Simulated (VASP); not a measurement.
Here is a VASP 6.6.1 calculation.

File INCAR:

```
ALGO     = Normal         # electronic algorithm
DIPOL    = 0.5 0.5 0.500
EDIFF    = 1E-6           # SCF threshold, eV
ENCUT    = 520            # plane-wave cutoff, eV
GGA      = PS             # functional
IDIPOL   = 3            
ISIF     = 2              # what is computed and relaxed
ISMEAR   = 0              # smearing method
LASPH    = True           # aspherical terms in the spheres
LCHARG   = True           # write CHGCAR
LDIPOL   = True         
LELF     = True           # ELF
LREAL    = False          # projectors in reciprocal space
LVACPOTAV= True         
LVHAR    = True         
LWAVE    = False          # write WAVECAR
NBANDS   = 54             # bands
NELM     = 100            # most SCF steps
PREC     = Accurate       # precision mode
SIGMA    = 0.1            # smearing width, eV
```

Contents of KPOINTS:

```
k-points
0
Gamma
  4 4 1
```

Contents of POSCAR:

```
HfC
1.0
    3.2580963670      0.0000000000      0.0000000000
    0.0000000000      3.2580963670      0.0000000000
    0.0000000000      0.0000000000     27.5415769010
Hf C
6 6
Direct
    0.9999999999      0.0000000000      0.2939769258
    0.5000000000      0.5000000000      0.3754684893
    0.9999999999      0.0000000000      0.4583370369
    0.5000000000      0.5000000000      0.5416629630
    0.9999999999      0.0000000000      0.6245315107
    0.5000000000      0.5000000000      0.7060230738
    0.5000000000      0.5000000000      0.2904699331
    0.9999999999      0.0000000000      0.3740045641
    0.5000000000      0.5000000000      0.4577904879
    0.9999999999      0.0000000000      0.5422095114
    0.5000000000      0.5000000000      0.6259954363
    0.9999999999      0.0000000000      0.7095300669
```

Potentials or basis: VASP PAW PBE potentials, release 64 (Hf_pv, C).

Run with:

```console
$ cat potpaw_PBE.64/Hf_pv/POTCAR potpaw_PBE.64/C/POTCAR > POTCAR
$ mpirun -np 1 vasp_std > vasp.out
```

Task: Estimate the largest force.

Result: 0.119 eV/Å.

Forces in eV/Å, atoms in the order of the input:
```
Hf   0.000  0.000  0.069
Hf   0.000  0.000  0.119
Hf   0.000  0.000  0.040
Hf   0.000  0.000 -0.040
Hf   0.000  0.000 -0.119
Hf   0.000  0.000 -0.069
C    0.000  0.000  0.019
C    0.000  0.000 -0.086
C    0.000  0.000 -0.027
C    0.000  0.000  0.027
C    0.000  0.000  0.086
C    0.000  0.000 -0.019
```

Caveat: the k points lie up to 0.48 Å⁻¹ apart; the PAW data sets were made with another functional, which shifts forces and pressure a little.
